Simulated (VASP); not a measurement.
A run of VASP 6.6.1 is set up as follows.

INCAR

```
SYSTEM = AlRu
PREC = Accurate
ENCUT = 520
EDIFF = 1E-6
ISMEAR = 0
SIGMA = 0.1
LREAL = .FALSE.
LASPH = .TRUE.
NELM = 100
ALGO = Normal
ISIF = 2
LWAVE = .FALSE.
LCHARG = .FALSE.
GGA = PE
NBANDS = 16
```

File KPOINTS:

```
Automatic mesh
0
G
  6 6 6
  0 0 0
```

POSCAR

```
AlRu
1.0
    2.9916000000      0.0000000000      0.0000000000
    0.0000000000      2.9916000000      0.0000000000
    0.0000000000      0.0000000000      2.9916000000
Al Ru
1 1
Direct
    0.0000000000      0.0000000000      0.0000000000
    0.5000000000      0.5000000000      0.5000000000
```

Potentials or basis: VASP PAW PBE potentials, release 64 (Al, Ru_pv).

Command:

```sh
$ cat potpaw_PBE.64/Al/POTCAR potpaw_PBE.64/Ru_pv/POTCAR > POTCAR
$ mpirun -np 1 vasp_std > vasp.out
```

(1) Estimate the pressure.

Results:

(1) 2.5 GPa.
